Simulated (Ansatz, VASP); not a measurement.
# AlN: VASP beside Ansatz

File INCAR:

```
SYSTEM = AlN
ALGO = Normal
EDIFF = 1E-6
ENCUT = 520
GGA = PE
ISIF = 2
ISMEAR = 0
LASPH = .TRUE.
LCHARG = .FALSE.
LREAL = .FALSE.
LWAVE = .FALSE.
NBANDS = 11
NELM = 100
PREC = Accurate
SIGMA = 0.05
```

File KPOINTS:

```
k-points
0
G
  10 10 10
  0 0 0
```

Contents of POSCAR:

```
AlN
1.0
    0.0000000000      2.1644978747      2.1644978747
    2.1644978747      0.0000000000      2.1644978747
    2.1644978747      2.1644978747      0.0000000000
Al N
1 1
Direct
   -0.0114379721      0.0114379721      0.0114379721
    0.7720328468      0.7279671532      0.7279671532
```

Input for Ansatz:

```yaml
crystal:
  lattice:
    - [0.0, 2.1644978747, 2.1644978747]
    - [2.1644978747, 0.0, 2.1644978747]
    - [2.1644978747, 2.1644978747, 0.0]
  atoms:
    - { symbol: Al, position: [-0.0114379721, 0.0114379721, 0.0114379721] }
    - { symbol: "N", position: [0.7720328468, 0.7279671532, 0.7279671532] }
basis:
  ecutwfc: 520.0
kpoints:
  mp_grid: { grid: [10, 10, 10] }
hamiltonian:
  xc: pbe
  pseudopotentials: { kind: paw, azcp: { folder: soft_1 } }
scf:
  occupations: { method: gaussian, width: 0.05 }
output:
  forces: true
  stress: true
  eigenvalues: true
```

Change from the starting cell: mode 4 frozen in at -0.097 Å, equal normal strain along x, y and z -0.0167.

Alike in both runs: task single point; functional PBE; k mesh 10 × 10 × 10; occupations gaussian, width 0.05 eV; no spin polarisation.

|  | VASP | Ansatz |
| --- | --- | --- |
| version | VASP 6.6.1 | Ansatz 0.2.0 |
| potentials or method | VASP PAW PBE potentials, release 64 (Al, N), cutoff 520 eV | scalar-relativistic, plane waves, PAW |
| valence electrons in the cell | 8 | 8 |

```csv
,VASP,Ansatz,Ansatz less VASP
gap on the k mesh at the Fermi level (eV),2.96,2.96,+0.008
least direct gap on the mesh (eV),4.03,4.02,-0.011
pressure (GPa),13.4,13.6,+0.14
"traceless stress, the component that is largest in VASP (GPa)",-12.71,-12.66,+0.050
rms of the force components (eV/Å),1.299,1.295,-0.0040
```

Atom by atom the forces differ by 0.004 eV/Å (rms over components).
